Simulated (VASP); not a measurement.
# MnSi (P2_13) in VASP: further runs, part 2 of 2

VASP 6.6.1.

## 3. Relaxation of the atoms, PBE (11.60 Å³/atom)

This run uses another cell than the first one, of 11.60 Å³/atom.

Input file INCAR:

```
PREC = Accurate
ENCUT = 520
EDIFF = 1E-7
ISMEAR = 0
SIGMA = 0.05
LREAL = F
LASPH = T
NELM = 100
ALGO = Fast
ISIF = 2
LWAVE = F
LCHARG = F
GGA = PE
IBRION = 2
NSW = 60
EDIFFG = -0.01
```

Input file KPOINTS:

```
regular mesh
0
Gamma
  8 8 8
```

Input file POSCAR:

```
MnSi
1.0
    4.5271226294      0.0000000000      0.0000000000
    0.0000000000      4.5271226294      0.0000000000
    0.0000000000      0.0000000000      4.5271226294
Mn Si
4 4
Direct
    0.1371854638      0.1371854638      0.1371854638
    0.3628145362      0.8628145362      0.6371854638
    0.6371854638      0.3628145362      0.8628145362
    0.8628145362      0.6371854638      0.3628145362
    0.8456431427      0.8456431427      0.8456431427
    0.6543568573      0.1543568573      0.3456431427
    0.3456431427      0.6543568573      0.1543568573
    0.1543568573      0.3456431427      0.6543568573
```

Potentials or basis: VASP PAW PBE potentials, release 64 (Mn_pv, Si).

Started as:

```bash
> cat potpaw_PBE.64/Mn_pv/POTCAR potpaw_PBE.64/Si/POTCAR > POTCAR
> mpirun -np 1 vasp_std > vasp.out
```

OUTCAR:

```text
PREC = Accurate
   ENCUT = 520
   EDIFF = 1E-7
   ISMEAR = 0
   LREAL = F
   LASPH = T
   NELM = 100
   ISIF = 2
   GGA = PE
   IBRION = 2
   NSW = 60
   EDIFFG = -0.01

 ion  position               nearest neighbor table
   1  0.137  0.137  0.137-   5 2.29   6 2.38   7 2.38   8 2.38   7 2.53   8 2.53   6 2.53   3 2.78
                             4 2.78   2 2.78   2 2.78   4 2.78   3 2.78
   2  0.363  0.863  0.637-   6 2.29   5 2.38   7 2.38   8 2.38   7 2.53   8 2.53   5 2.53   1 2.78
                             1 2.78   3 2.78   3 2.78   4 2.78   4 2.78
   3  0.637  0.363  0.863-   7 2.29   6 2.38   5 2.38   8 2.38   8 2.53   6 2.53   5 2.53   1 2.78
                             4 2.78   2 2.78   2 2.78   4 2.78   1 2.78
   4  0.863  0.637  0.363-   8 2.29   6 2.38   7 2.38   5 2.38   6 2.53   5 2.53   7 2.53   1 2.78
                             3 2.78   2 2.78   1 2.78   2 2.78   3 2.78
   5  0.846  0.846  0.846-   1 2.29   2 2.38   3 2.38   4 2.38   3 2.53   4 2.53   2 2.53   6 2.80
                             7 2.80   8 2.80   6 2.80   8 2.80   7 2.80
   6  0.654  0.154  0.346-   2 2.29   1 2.38   3 2.38   4 2.38   3 2.53   4 2.53   1 2.53   8 2.80
                             5 2.80   5 2.80   7 2.80   7 2.80   8 2.80
   7  0.346  0.654  0.154-   3 2.29   2 2.38   1 2.38   4 2.38   4 2.53   2 2.53   1 2.53   8 2.80
                             5 2.80   8 2.80   6 2.80   6 2.80   5 2.80
   8  0.154  0.346  0.654-   4 2.29   2 2.38   3 2.38   1 2.38   2 2.53   1 2.53   3 2.53   7 2.80
                             5 2.80   7 2.80   5 2.80   6 2.80   6 2.80

  LATTYP: Found a simple cubic cell.
 ALAT       =     4.5271226294

  Lattice vectors:

 A1 = (   4.5271226294,   0.0000000000,   0.0000000000)
 A2 = (   0.0000000000,   4.5271226294,   0.0000000000)
 A3 = (   0.0000000000,   0.0000000000,   4.5271226294)

Analysis of symmetry for initial positions (statically):
=====================================================================
 Subroutine PRICEL returns:
 Original cell was already a primitive cell.

 Routine SETGRP: Setting up the symmetry group for a
 simple cubic supercell.

 Subroutine GETGRP returns: Found 12 space group operations
 (whereof  3 operations were pure point group operations)
 out of a pool of 48 trial point group operations.

The static configuration has the point symmetry C_3 .
 The point group associated with its full space group is T   .

Analysis of symmetry for dynamics (positions and initial velocities):
=====================================================================
 Subroutine PRICEL returns:
 Original cell was already a primitive cell.

 Routine SETGRP: Setting up the symmetry group for a
 simple cubic supercell.

 Subroutine GETGRP returns: Found 12 space group operations
 (whereof  3 operations were pure point group operations)
 out of a pool of 48 trial point group operations.

The dynamic configuration has the point symmetry C_3 .
 The point group associated with its full space group is T   .

 Subroutine INISYM returns: Found 12 space group operations
 (whereof  3 operations are pure point group operations),
 and found     1 'primitive' translations

----------------------------------------------------------------------------------------

                                     Primitive cell

  volume of cell :      92.7827

  direct lattice vectors                    reciprocal lattice vectors
     4.527122629  0.000000000  0.000000000     0.220890858  0.000000000  0.000000000
     0.000000000  4.527122629  0.000000000     0.000000000  0.220890858  0.000000000
     0.000000000  0.000000000  4.527122629     0.000000000  0.000000000  0.220890858
[... 85 lines left out ...]
   NGXF,Y,Z  is equivalent  to a cutoff of  26.44, 26.44, 26.44 a.u.
 SYSTEM =  unknown system
   PREC   = accura    normal or accurate (medium, high low for compatibility)
   ISTART =      0    job   : 0-new  1-cont  2-samecut
   ICHARG =      2    charge: 1-file 2-atom 10-const
   ISPIN  =      1    spin polarized calculation?
   LNONCOLLINEAR =      F non collinear calculations
   LSORBIT =      F    spin-orbit coupling
   LASPH  =      T    aspherical Exc in radial PAW
   ENCUT  =  520.0 eV  38.22 Ry    6.18 a.u.   8.42  8.42  8.42*2*pi/ulx,y,z
   NELM   =    100;   NELMIN=  2; NELMDL= -5     # of ELM steps
   EDIFF  = 0.1E-06   stopping-criterion for ELM
   LREAL  =      F    real-space projection
   EDIFFG = -.1E-01   stopping-criterion for IOM
   NSW    =     60    number of steps for IOM
   IBRION =      2    ionic relax: 0-MD 1-quasi-New 2-CG
   NFREE  =      1    steps in history (QN), initial steepest desc. (CG)
   ISIF   =      2    stress and relaxation
   ISYM   =      2    0-nonsym 1-usesym 2-fastsym
   POTIM  = 0.5000    time-step for ionic-motion
   TEBEG  =    0.0;   TEEND  =   0.0 temperature during run
   PSTRESS=    0.0 pullay stress
   NELECT =      68.0000    total number of electrons
   NUPDOWN=      -1.0000    fix difference up-down
   EMIN   =  10.00;   EMAX   =-10.00  energy-range for DOS
   EFERMI =   0.00;   METHOD = LEGACY
   ISMEAR =     0;   SIGMA  =   0.05  broadening in eV -4-tet -1-fermi 0-gaus
   EFERMI_NEDOS =   21; number of points for ismear=-14 and -15
   IALGO  =     68    algorithm
   IMIX   =      4    mixing-type and parameters
     AMIX     =   0.40;   BMIX     =  1.00
     AMIX_MAG =   1.60;   BMIX_MAG =  1.00
  volume/ion in A,a.u.               =      11.60        78.27
  Fermi-wavevector in a.u.,A,eV,Ry     =   1.476009  2.789252 29.641670  2.178601
  Thomas-Fermi vector in A             =   2.590588
   LORBIT       =      0    0 simple, 1 ext, 2 COOP (PROOUT), +10 PAW based schemes
   GGA     = PE    functional components
   LHFCALC =     F    Hartree Fock is set to
   AEXX    =    0.0000 exact exchange contribution
   IVDW    =     0    specifies the selected vdW correction
   LEPSILON=     F    determine dielectric tensor
   LRPA    =     F    only Hartree local field effects (RPA)
 conjugate gradient relaxation of ions
 non-spin polarized calculation
 RMM-DIIS sequential band-by-band and
 Gauss-broadening in eV      SIGMA  =   0.05
  energy-cutoff  :      520.00
  volume of cell :       92.78
 maximum number of plane-waves:      2522
 NGX is ok and might be reduce to    36
   NGX = 17   NGY = 17   NGZ = 17

--------------------------------------- Ionic step        1  -------------------------------------------

 number of electron      68.0000060 magnetization

 Free energy of the ion-electron system (eV)
  ---------------------------------------------------
  ext. energy  EPLUGINS =         0.00000000
  ---------------------------------------------------
  free energy    TOTEN  =       -61.18025608 eV

  energy without entropy =      -61.16775478  energy(sigma->0) =      -61.17400543

------------------------ aborting loop because EDIFF is reached ----------------------------------------

  FORCE on cell =-STRESS in cart. coord.  units (eV):
  Direction    XX          YY          ZZ          XY          YZ          ZX
  --------------------------------------------------------------------------------------
  -------------------------------------------------------------------------------------
  Total       -2.4933613     -2.4933613     -2.4933613      0.0000000      0.0000000      0.0000000
  in kB      -43.0555379    -43.0555379    -43.0555379      0.0000000      0.0000000      0.0000000
  external PRESSURE =     -43.0555379 kB  Pullay stress =       0.0000000 kB
[... 71 lines left out ...]
--------------------------------------- Ionic step        3  -------------------------------------------

 number of electron      68.0000043 magnetization

 Free energy of the ion-electron system (eV)
  ---------------------------------------------------
  ext. energy  EPLUGINS =         0.00000000
  ---------------------------------------------------
  free energy    TOTEN  =       -61.18083746 eV

  energy without entropy =      -61.16834585  energy(sigma->0) =      -61.17459165

 E-fermi :  10.9569     XC(G=0): -12.7951

 val. band max:       10.9466698469   @ k =   0.1250   0.1250   0.1250
 cond. band min:      10.9574213319   @ k =   0.2500   0.0000   0.0000
 fundamental gap:      0.0107514850
 Fermi energy:        10.9569243968

 k-point     1 :       0.0000    0.0000    0.0000
  band No.  band energies     occupation
      1     -36.8129      2.00000
      2     -36.8129      2.00000
      3     -36.8129      2.00000
      4     -36.7690      2.00000
      5     -36.7690      2.00000
      6     -36.7690      2.00000
[... 1021 lines left out ...]
     39      12.9570      0.00000
     40      13.4904      0.00000

 [... further k-points ...]

------------------------ aborting loop because EDIFF is reached ----------------------------------------

  FORCE on cell =-STRESS in cart. coord.  units (eV):
  Direction    XX          YY          ZZ          XY          YZ          ZX
  --------------------------------------------------------------------------------------
  -------------------------------------------------------------------------------------
  Total       -2.4271725     -2.4271725     -2.4271725     -0.0000000      0.0000000      0.0000000
  in kB      -41.9125853    -41.9125853    -41.9125853     -0.0000000      0.0000000      0.0000000
  external PRESSURE =     -41.9125853 kB  Pullay stress =       0.0000000 kB
[... 23 lines left out ...]
  FREE ENERGIE OF THE ION-ELECTRON SYSTEM (eV)
  ---------------------------------------------------
  free  energy   TOTEN  =       -61.1808374555 eV

  energy  without entropy=      -61.1683458473  energy(sigma->0) =      -61.17459165

 reached required accuracy - stopping structural energy minimisation
```

Wall time 11 min (1 thread of Oxide Virtual Turin-like, shared host); peak memory 0.26 GiB.

Results:

```
Free energy                  : -61.1808 eV
Energy gained by relaxing    : 0.1 meV/atom
Ionic steps                  : 3
Pressure after relaxing      : -4.2 GPa
Largest force after relaxing : 0.007 eV/Å
Band gap on the k mesh       : zero (bands 34 and 35 overlap by 0.47 eV)
```

Forces in eV/Å, atoms in the order of the input:
```
Mn   0.001  0.001  0.001
Mn  -0.001 -0.001  0.001
Mn   0.001 -0.001 -0.001
Mn  -0.001  0.001 -0.001
Si  -0.004 -0.004 -0.004
Si   0.004  0.004 -0.004
Si  -0.004  0.004  0.004
Si   0.004 -0.004  0.004
```

Step by step:
| step | energy change (eV) | largest force (eV/Å) | pressure (GPa) |
| --- | --- | --- | --- |
| 1 | 0.0000 | 0.0611 | -4.31 |
| 2 | -0.0005 | 0.0183 | -4.23 |
| 3 | -0.0006 | 0.0067 | -4.19 |

Final structure:
```
Mn Si
1.0
     4.52712    0.00000    0.00000
     0.00000    4.52712    0.00000
     0.00000    0.00000    4.52712
Mn Si
4 4
Direct
  0.13664 0.13664 0.13664
  0.36336 0.86336 0.63664
  0.63664 0.36336 0.86336
  0.86336 0.63664 0.36336
  0.84548 0.84548 0.84548
  0.65452 0.15452 0.34548
  0.34548 0.65452 0.15452
  0.15452 0.34548 0.65452
```

Caveat: the run has no spin polarisation, though such a crystal can be magnetic.
